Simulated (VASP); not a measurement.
Input of a VASP 6.6.1 run:

The input INCAR:

```
ALGO = Normal
DIPOL = 0.5 0.5 0.490
EDIFF = 1E-7
EDIFFG = -0.04
ENCUT = 450
GGA = PE
GGA_COMPAT = F
IBRION = 2
IDIPOL = 3
ISIF = 2
ISMEAR = 0
KPAR = 4
LASPH = T
LCHARG = F
LDIPOL = T
LREAL = F
LWAVE = F
NELM = 120
NELMDL = -8
NELMIN = 4
NSW = 60
PREC = Accurate
SIGMA = 0.1
```

KPOINTS

```
k-points
0
Gamma
  6 6 1
```

Contents of POSCAR:

```
Pt
1.0
    5.5377774600      0.0000000000      0.0000000000
   -2.7688887400      4.7958559600      0.0000000000
    0.0000000000      0.0000000000     23.7823646699
Pt
15
Selective dynamics
Direct
    0.3333333350      0.1666666650      0.3574076892  F F F
    0.3333333350      0.6666666650      0.3574076892  F F F
    0.8333333350      0.1666666650      0.3574076892  F F F
    0.8333333350      0.6666666650      0.3574076892  F F F
    0.1666666650      0.3333333350      0.4524692332  F F F
    0.1666666650      0.8333333350      0.4524692332  F F F
    0.6666666650      0.3333333350      0.4524692332  F F F
    0.6666666650      0.8333333350      0.4524692332  F F F
    0.0000000000      0.0000000000      0.5475307668  T T T
    0.0000000000      0.5000000000      0.5475307668  T T T
    0.5000000000      0.0000000000      0.5475307668  T T T
    0.5000000000      0.5000000000      0.5475307668  T T T
    0.3333333350      0.6666666650      0.6425923108  T T T
    0.8333333350      0.1666666650      0.6425923108  T T T
    0.8333333350      0.6666666650      0.6425923108  T T T
```

Potentials or basis: VASP PAW PBE potentials, release 64 (Pt).

Command:

```bash
$ cat potpaw_PBE.64/Pt/POTCAR > POTCAR
$ mpirun -np 4 vasp_std > vasp.out
```

Task: What does it give for the energy gained by relaxing?

Result: 5.5 meV/atom.

Task: Estimate the band gap on the k mesh.

Result: Zero (bands 75 and 76 overlap by 0.62 eV).

Final structure:
```
CELL_PARAMETERS angstrom
5.53778 0.00000 0.00000
-2.76889 4.79586 0.00000
0.00000 0.00000 23.78236
ATOMIC_POSITIONS crystal
Pt 0.33333 0.16667 0.35741
Pt 0.33333 0.66667 0.35741
Pt 0.83333 0.16667 0.35741
Pt 0.83333 0.66667 0.35741
Pt 0.16667 0.33333 0.45247
Pt 0.16667 0.83333 0.45247
Pt 0.66667 0.33333 0.45247
Pt 0.66667 0.83333 0.45247
Pt 0.00530 0.00265 0.55015
Pt 0.00000 0.50000 0.54830
Pt 0.49735 0.00265 0.55015
Pt 0.49735 0.49470 0.55015
Pt 0.33237 0.66619 0.64236
Pt 0.83381 0.16763 0.64236
Pt 0.83381 0.66619 0.64236
```

Caveat: the cell differs from its parent crystal (atoms taken out); spin-orbit coupling is left out, which moves the levels of the heavy elements.
